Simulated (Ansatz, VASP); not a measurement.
**Ti: VASP beside Ansatz**

```
Ti
1.0
     3.17779    0.00000    0.00000
    -1.58889    2.75205    0.00000
     0.00000    0.00000    4.03827
Ti
2
Direct
  0.33333 0.66667 0.25000
  0.66667 0.33333 0.75000
```

Alike in both runs: task single point; functional r2SCAN; k mesh 24 × 24 × 12; occupations gaussian, width 0.15 eV; no spin polarisation.

|  | VASP | Ansatz |
| --- | --- | --- |
| version | VASP 6.6.1 | Ansatz 0.2.0 |
| potentials or method | VASP PAW PBE potentials, release 64 (Ti_sv), cutoff 520 eV | scalar-relativistic, plane waves, PAW |
| valence electrons in the cell | 24 | 24 |

|  | VASP | Ansatz | Ansatz less VASP |
| --- | --- | --- | --- |
| gap on the k mesh at the Fermi level (eV) | none | none | - |
| pressure (GPa) | -1.1 | -1.4 | -0.38 |
| traceless stress, the component that is largest in VASP (GPa) | 11.61 | 11.56 | -0.056 |

VASP's potentials were made for PBE, not for r2SCAN. A gap of «none» marks a metal or a gap that the smearing closes. The functional is the same, so the differences come from potentials, cutoffs and numerics.
